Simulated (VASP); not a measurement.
A run of VASP 6.6.1 is set up as follows.

Contents of INCAR:

```
SYSTEM = NaH
PREC = Accurate ; ENCUT = 520
EDIFF = 1E-6 ; ISMEAR = 0
SIGMA = 0.02 ; LREAL = .False.
LASPH = .True. ; NELM = 60
ALGO = Normal ; ISIF = 2
LWAVE = .False. ; LCHARG = .False.
GGA = PS ; NBANDS = 11
```

KPOINTS

```
Automatic mesh
0
Gamma
  8 8 8
  0 0 0
```

Contents of POSCAR:

```
NaH
1.0
    0.0000000000      2.3772188000      2.3772188000
    2.3772188000      0.0000000000      2.3772188000
    2.3772188000      2.3772188000      0.0000000000
Na H
1 1
Direct
    0.0000000000      0.0000000000      0.0000000000
    0.5000000000      0.5000000000      0.5000000000
```

Potentials or basis: VASP PAW PBE potentials, release 64 (Na_pv, H).

Run with:

```bash
$ cat potpaw_PBE.64/Na_pv/POTCAR potpaw_PBE.64/H/POTCAR > POTCAR
$ mpirun -np 1 vasp_std > vasp.out
```

Q: Estimate the band gap on the k mesh.

A: 3.64 eV, indirect (least direct gap 4.56 eV).

Q: Estimate the pressure.

A: 0.6 GPa.

Caveat: the cell differs from its parent crystal (strained); the PAW data sets were made with another functional, which shifts forces and pressure a little. A k mesh can miss the band edges.
